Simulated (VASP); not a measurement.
Here is a VASP 6.6.1 calculation.

The input INCAR:

```
SYSTEM = Cu
PREC = Accurate
ENCUT = 520
EDIFF = 1E-7
ISMEAR = 0
SIGMA = 0.1
LREAL = .FALSE.
LASPH = .TRUE.
NELM = 80
ALGO = Fast
ISIF = 2
LWAVE = .FALSE.
LCHARG = .FALSE.
GGA = PS
NBANDS = 18
```

The input KPOINTS:

```
regular mesh
0
G
  24 24 12
  0 0 0
```

The input POSCAR:

```
Cu
1.0
    2.3693555637      0.0000000000      0.0000000000
   -1.1846777819      2.0519221088      0.0000000000
    0.0000000000      0.0000000000      4.2647181052
Cu
2
Direct
    0.3333333333      0.6666666667      0.2500000000
    0.6666666667      0.3333333333      0.7500000000
```

Potentials or basis: VASP PAW PBE potentials, release 64 (Cu).

Run with:

```console
$ cat potpaw_PBE.64/Cu/POTCAR > POTCAR
$ mpirun -np 1 vasp_std > vasp.out
```

Q: Estimate the band gap on the k mesh.

A: Zero (bands 11 and 12 overlap by 7.05 eV).

Q: Predict the pressure.

A: 21.6 GPa.

Stress tensor (GPa, compression positive):
```
30.53  0.00  0.00
 0.00 30.53  0.00
 0.00  0.00  3.77
```

Caveat: the cell differs from its parent crystal (biaxial strain in the a-b plane: -6.0 %); the cell stands under pressure; the PAW data sets were made with another functional, which shifts forces and pressure a little.
